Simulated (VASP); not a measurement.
# Rb (Im-3m) in VASP: a series of runs

Rb is run at these levels: PBEsol; tasks: single point.

Program: VASP 6.6.1. These are calculated values, not measurements. Logs are shortened: lines on timing, memory, paths and dates and some standing lists are left out, and cuts for length are marked.

## Step 1: The cell of the first run

Symmetry: Im-3m, No. 229, cubic system. The conventional cell has a = 3.715 Å, b = 3.715 Å, c = 3.715 Å, α = 90.00°, β = 90.00°, γ = 90.00°. Rb (site symmetry m-3m) has 14 Rb at 3.22 to 3.71 Å within 4.2 Å.

## Step 2: Single point, PBEsol

File INCAR:

```
PREC     = Accurate       # precision mode
ENCUT    = 520            # plane-wave cutoff, eV
EDIFF    = 1E-6           # SCF threshold, eV
ISMEAR   = -1             # smearing method
SIGMA    = 0.05           # smearing width, eV
LREAL    = False          # projectors in reciprocal space
LASPH    = True           # aspherical terms in the spheres
NELM     = 60             # most SCF steps
ALGO     = Fast           # electronic algorithm
ISIF     = 2              # what is computed and relaxed
LWAVE    = False          # write WAVECAR
LCHARG   = False          # write CHGCAR
GGA      = PS             # functional
NBANDS   = 10             # bands
```

File KPOINTS:

```
regular mesh
0
Gamma
  7 7 7
```

File POSCAR:

```
Rb
1.0
   -1.8574795022      1.8574795022      1.8574795022
    1.8574795022     -1.8574795022      1.8574795022
    1.8574795022      1.8574795022     -1.8574795022
Rb
1
Direct
    0.0000000000      0.0000000000      0.0000000000
```

Potentials or basis: VASP PAW PBE potentials, release 64 (Rb_sv).

Launch:

```sh
$ cat potpaw_PBE.64/Rb_sv/POTCAR > POTCAR
$ mpirun -np 1 vasp_std > vasp.out
```

OUTCAR:

```text
PREC = Accurate
   ENCUT = 520
   EDIFF = 1E-6
   ISMEAR = -1
   LREAL = False
   LASPH = True
   NELM = 60
   ISIF = 2
   GGA = PS

 ion  position               nearest neighbor table
   1  0.000  0.000  0.000-

  LATTYP: Found a body centered cubic cell.
 ALAT       =     3.7149590044

  Lattice vectors:

 A1 = (  -1.8574795022,   1.8574795022,   1.8574795022)
 A2 = (   1.8574795022,  -1.8574795022,   1.8574795022)
 A3 = (   1.8574795022,   1.8574795022,  -1.8574795022)

Analysis of symmetry for initial positions (statically):
=====================================================================
 Subroutine PRICEL returns:
 Original cell was already a primitive cell.

 Routine SETGRP: Setting up the symmetry group for a
 body centered cubic supercell.

 Subroutine GETGRP returns: Found 48 space group operations
 (whereof 48 operations were pure point group operations)
 out of a pool of 48 trial point group operations.

The static configuration has the point symmetry O_h .

Analysis of symmetry for dynamics (positions and initial velocities):
=====================================================================
 Subroutine PRICEL returns:
 Original cell was already a primitive cell.

 Routine SETGRP: Setting up the symmetry group for a
 body centered cubic supercell.

 Subroutine GETGRP returns: Found 48 space group operations
 (whereof 48 operations were pure point group operations)
 out of a pool of 48 trial point group operations.

The dynamic configuration has the point symmetry O_h .

 Subroutine INISYM returns: Found 48 space group operations
 (whereof 48 operations are pure point group operations),
 and found     1 'primitive' translations

----------------------------------------------------------------------------------------

                                     Primitive cell

  volume of cell :      25.6349

  direct lattice vectors                    reciprocal lattice vectors
    -1.857479502  1.857479502  1.857479502     0.000000000  0.269181975  0.269181975
     1.857479502 -1.857479502  1.857479502     0.269181975  0.000000000  0.269181975
     1.857479502  1.857479502 -1.857479502     0.269181975  0.269181975  0.000000000

  length of vectors
     3.217248872  3.217248872  3.217248872     0.380680799  0.380680799  0.380680799

  position of ions in fractional coordinates (direct lattice)
     0.000000000  0.000000000  0.000000000
[... 73 lines left out ...]
   EDIFFG = 0.1E-04   stopping-criterion for IOM
   NSW    =      0    number of steps for IOM
   IBRION =     -1    ionic relax: 0-MD 1-quasi-New 2-CG
   NFREE  =      0    steps in history (QN), initial steepest desc. (CG)
   ISIF   =      2    stress and relaxation
   ISYM   =      2    0-nonsym 1-usesym 2-fastsym
   POTIM  = 0.5000    time-step for ionic-motion
   TEBEG  =    0.0;   TEEND  =   0.0 temperature during run
   PSTRESS=    0.0 pullay stress
   NELECT =       9.0000    total number of electrons
   NUPDOWN=      -1.0000    fix difference up-down
   EMIN   =  10.00;   EMAX   =-10.00  energy-range for DOS
   EFERMI =   0.00;   METHOD = LEGACY
   ISMEAR =    -1;   SIGMA  =   0.05  broadening in eV -4-tet -1-fermi 0-gaus
   EFERMI_NEDOS =   21; number of points for ismear=-14 and -15
   IALGO  =     68    algorithm
   IMIX   =      4    mixing-type and parameters
     AMIX     =   0.40;   BMIX     =  1.00
     AMIX_MAG =   1.60;   BMIX_MAG =  1.00
  volume/ion in A,a.u.               =      25.63       172.99
  Fermi-wavevector in a.u.,A,eV,Ry     =   1.154902  2.182448 18.147419  1.333798
  Thomas-Fermi vector in A             =   2.291534
   LORBIT       =      0    0 simple, 1 ext, 2 COOP (PROOUT), +10 PAW based schemes
   GGA     = PS    functional components
   LHFCALC =     F    Hartree Fock is set to
   AEXX    =    0.0000 exact exchange contribution
   IVDW    =     0    specifies the selected vdW correction
   LEPSILON=     F    determine dielectric tensor
   LRPA    =     F    only Hartree local field effects (RPA)
 non-spin polarized calculation
 RMM-DIIS sequential band-by-band and
  energy-cutoff  :      520.00
  volume of cell :       25.63
 maximum number of plane-waves:       703
   NGX = 11   NGY = 11   NGZ = 11

 number of electron       8.9999999 magnetization

 Free energy of the ion-electron system (eV)
  ---------------------------------------------------
  ext. energy  EPLUGINS =         0.00000000
  ---------------------------------------------------
  free energy    TOTEN  =         0.90879644 eV

  energy without entropy =        0.91736181  energy(sigma->0) =        0.91307912

 E-fermi :   5.1289     XC(G=0):  -9.9145

 val. band max:        4.9841859702   @ k =  -0.4286   0.4286   0.1429
 cond. band min:       5.2202128896   @ k =   0.2857   0.1429   0.0000
 fundamental gap:      0.2360269194
 Fermi energy:         5.1289334879

 k-point     1 :       0.0000    0.0000    0.0000
  band No.  band energies     occupation
      1     -24.7408      2.00000
      2      -7.0559      2.00000
      3      -7.0559      2.00000
      4      -7.0559      2.00000
      5       2.5490      2.00000
      6       9.6044      0.00000
      7       9.6044      0.00000
      8       9.6044      0.00000
      9      12.2033      0.00000
     10      12.2033      0.00000
[... 235 lines left out ...]
 k-point    20 :      -0.4286    0.4286    0.4286
  band No.  band energies     occupation
      1     -23.7129      2.00000
      2      -9.0992      2.00000
      3      -8.9383      2.00000
      4      -8.9383      2.00000
      5       4.0072      2.00000
      6       4.3142      2.00000
      7      13.5447      0.00000
      8      13.5447      0.00000
      9      14.7150      0.00000
     10      15.7006      0.00000

------------------------ aborting loop because EDIFF is reached ----------------------------------------

  FORCE on cell =-STRESS in cart. coord.  units (eV):
  Direction    XX          YY          ZZ          XY          YZ          ZX
  --------------------------------------------------------------------------------------
  -------------------------------------------------------------------------------------
  Total        3.2511662      3.2511662      3.2511662      0.0000000      0.0000000      0.0000000
  in kB      203.1971774    203.1971774    203.1971774      0.0000000      0.0000000      0.0000000
  external PRESSURE =     203.1971774 kB  Pullay stress =       0.0000000 kB

 VOLUME and BASIS-vectors are now :
 -----------------------------------------------------------------------------
  energy-cutoff  :      520.00
  volume of cell :       25.63
      direct lattice vectors                 reciprocal lattice vectors
    -1.857479502  1.857479502  1.857479502     0.000000000  0.269181975  0.269181975
     1.857479502 -1.857479502  1.857479502     0.269181975  0.000000000  0.269181975
     1.857479502  1.857479502 -1.857479502     0.269181975  0.269181975  0.000000000

 POSITION                                       TOTAL-FORCE (eV/Angst)
 -----------------------------------------------------------------------------------
      0.00000      0.00000      0.00000        -0.000000     -0.000000      0.000000
 -----------------------------------------------------------------------------------
    total drift:                                0.000000      0.000000      0.000000

  FREE ENERGIE OF THE ION-ELECTRON SYSTEM (eV)
  ---------------------------------------------------
  free  energy   TOTEN  =         0.9087964372 eV

  energy  without entropy=        0.9173618052  energy(sigma->0) =        0.91307912
```

Wall time 18 s (1 thread of AMD EPYC 7R13, shared host); peak memory 0.1 GiB.

What came out:

| Property | Result |
| --- | --- |
| Free energy | 0.9088 eV |
| Pressure | 20.3 GPa |

Caveat: the PAW data sets were made with another functional, which shifts forces and pressure a little.

## Step 3: Single point, PBEsol

This run uses another cell than the first one, of 37.64 Å³/atom, 1.468 times its volume.

File INCAR:

```
PREC     = Accurate       # precision mode
ENCUT    = 520            # plane-wave cutoff, eV
EDIFF    = 1E-7           # SCF threshold, eV
ISMEAR   = -1             # smearing method
SIGMA    = 0.05           # smearing width, eV
LREAL    = F              # projectors in reciprocal space
LASPH    = T              # aspherical terms in the spheres
NELM     = 80             # most SCF steps
ALGO     = Normal         # electronic algorithm
ISIF     = 2              # what is computed and relaxed
LWAVE    = F              # write WAVECAR
LCHARG   = F              # write CHGCAR
GGA      = PS             # functional
NBANDS   = 10             # bands
```

KPOINTS is that of step 2.

File POSCAR:

```
Rb
1.0
   -2.1111639158      2.1111639158      2.1111639158
    2.1111639158     -2.1111639158      2.1111639158
    2.1111639158      2.1111639158     -2.1111639158
Rb
1
Direct
    0.0000000000      0.0000000000      0.0000000000
```

Potentials or basis: VASP PAW PBE potentials, release 64 (Rb_sv).

Launch:

```sh
$ cat potpaw_PBE.64/Rb_sv/POTCAR > POTCAR
$ mpirun -np 1 vasp_std > vasp.out
```

Wall time 18 s (1 thread of AMD EPYC 7R13, shared host); peak memory 0.12 GiB.

The run converged. Its results:

```yaml
Free_energy: -0.1913 eV
Pressure: 10.0 GPa
```

Levels at points of the mesh, in eV from the Fermi level:
```csv
k point,band 1,band 2,band 3,band 4,band 5,band 6,band 7,band 8,band 9
"(0.00, 0.00, 0.00)",-29.04,-12.52,-12.52,-12.52,-3.05,4.24,4.24,4.24,6.16
```

Caveat: the PAW data sets were made with another functional, which shifts forces and pressure a little.
